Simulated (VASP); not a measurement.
BAs:

```xyz
2
Lattice="0.0000 2.4158 2.4158 2.4158 0.0000 2.4158 2.4158 2.4158 0.0000" Properties=species:S:1:pos:R:3 pbc="T T T"
B     0.0000    0.0000    0.0000
As    1.2079    1.2079    1.2079
```

This cell differs from its parent crystal: strain +1.0%.

Base run:

| Quantity | Value |
| --- | --- |
| Program | VASP 6.6.1 |
| Functional | PBE |
| Potentials or basis | VASP PAW PBE potentials, release 64 (B, As) |
| Cutoff | 520 eV |
| k mesh | 6 × 6 × 6 |
| Occupations | gaussian, width 0.01 eV |
| Spin | no spin polarisation |

Its results: band gap on the k mesh 1.30 eV, indirect (least direct gap 3.23 eV); pressure -1.2 GPa.

**Question.** The run is repeated on the same cell with these changes: k mesh from 6 × 6 × 6 to 10 × 10 × 10; occupations from gaussian, width 0.01 eV to fermi-dirac, width 0.02 eV. What comes out?

**Answer.** Band gap on the k mesh 1.21 eV, indirect (least direct gap 3.23 eV); pressure -1.2 GPa.

A k mesh can miss the band edges.
